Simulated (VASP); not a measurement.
Here is a VASP 6.6.1 calculation.

Contents of INCAR:

```
SYSTEM = C
PREC = Accurate
ENCUT = 600
EDIFF = 1E-6
ISMEAR = -1
SIGMA = 0.05
LREAL = .False.
LASPH = .True.
NELM = 120
ALGO = Normal
ISIF = 2
LWAVE = .False.
LCHARG = .False.
GGA = PE
NBANDS = 11
GGA_COMPAT = .False.
```

File KPOINTS:

```
Automatic mesh
0
Gamma
  10 10 10
  0 0 0
```

The input POSCAR:

```
C
1.0
    0.0000000000      1.7389999864      1.7389999864
    1.7389999864      0.0000000000      1.7389999864
    1.7389999864      1.7389999864      0.0000000000
C
2
Direct
    0.0000000000      0.0000000000      0.0000000000
    0.2500000000      0.2500000000      0.2500000000
```

Potentials or basis: VASP PAW PBE potentials, release 64 (C).

Command:

```sh
$ cat potpaw_PBE.64/C/POTCAR > POTCAR
$ mpirun -np 1 vasp_std > vasp.out
```

Q: Predict the band gap on the k mesh.

A: 4.33 eV, indirect (least direct gap 5.80 eV).

Q: Estimate the pressure.

A: 40.1 GPa.

A k mesh can miss the band edges. PBE gaps usually lie below the measured ones, often by a third to a half.
